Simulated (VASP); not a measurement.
Set up this calculation in VASP 6.6.1, as the native input.

| Item | Value |
| --- | --- |
| Task | single point |
| Functional | r2SCAN |
| Potentials or basis | VASP PAW PBE potentials, release 64 (Li_sv, F) |
| Cutoff | 520 eV |
| k mesh | 10 × 10 × 10 |
| Occupations | gaussian, width 0.05 eV |
| Spin | no spin polarisation |
| Dipole correction | no |
| Further INCAR settings | ALGO = Normal; EDIFF = 1e-06; NBANDS = 12 |

The system is LiF.

```
CELL_PARAMETERS angstrom
0.00000 2.04421 2.01400
2.04421 0.00000 2.01400
2.04421 2.04421 0.00000
ATOMIC_POSITIONS crystal
Li 0.00000 0.00000 0.00000
F 0.50000 0.50000 0.50000
```

This cell differs from its parent crystal: strain +0.0150 x Voigt [1, 1, 0, 0, 0, 0].

These files were run (other wordings do the same):

POSCAR

```
LiF
1.0
    0.0000000000      2.0442100000      2.0140000000
    2.0442100000      0.0000000000      2.0140000000
    2.0442100000      2.0442100000      0.0000000000
Li F
1 1
Direct
    0.0000000000      0.0000000000      0.0000000000
    0.5000000000      0.5000000000      0.5000000000
```

INCAR.step1

```
ALGO     = Normal         # electronic algorithm
EDIFF    = 1E-4           # SCF threshold, eV
ENCUT    = 520            # plane-wave cutoff, eV
GGA      = PE             # functional
ISMEAR   = 0              # smearing method
LASPH    = True           # aspherical terms in the spheres
LCHARG   = False          # write CHGCAR
LREAL    = False          # projectors in reciprocal space
LWAVE    = True           # write WAVECAR
NBANDS   = 12             # bands
NELM     = 100            # most SCF steps
PREC     = Accurate       # precision mode
SIGMA    = 0.05           # smearing width, eV
```

INCAR.step2

```
ALGO     = Normal         # electronic algorithm
EDIFF    = 1E-6           # SCF threshold, eV
ENCUT    = 520            # plane-wave cutoff, eV
ISIF     = 2              # what is computed and relaxed
ISMEAR   = 0              # smearing method
ISTART   = 1            
LASPH    = True           # aspherical terms in the spheres
LCHARG   = True           # write CHGCAR
LELF     = True           # ELF
LMIXTAU  = True         
LREAL    = False          # projectors in reciprocal space
LVHAR    = True         
LWAVE    = False          # write WAVECAR
METAGGA  = R2SCAN         # meta-GGA
NBANDS   = 12             # bands
NELM     = 100            # most SCF steps
PREC     = Accurate       # precision mode
SIGMA    = 0.05           # smearing width, eV
```

KPOINTS

```
k-points
0
Gamma
  10 10 10
```

Potentials or basis: VASP PAW PBE potentials, release 64 (Li_sv, F).

Command:

```console
$ cat potpaw_PBE.64/Li_sv/POTCAR potpaw_PBE.64/F/POTCAR > POTCAR
$ cp INCAR.step1 INCAR
$ mpirun -np 1 vasp_std > vasp.out
$ cp INCAR.step2 INCAR
$ mpirun -np 1 vasp_std > vasp.out
```

Results of the run:

```
Band gap on the k mesh : 9.97 eV, direct
```

Caveat: the cell differs from its parent crystal (strain +0.0150 x Voigt [1, 1, 0, 0, 0, 0]).

It used 34 s of CPU time on 1 thread of Intel(R) Xeon(R) Platinum 8488C (Sapphire Rapids) (shared host).
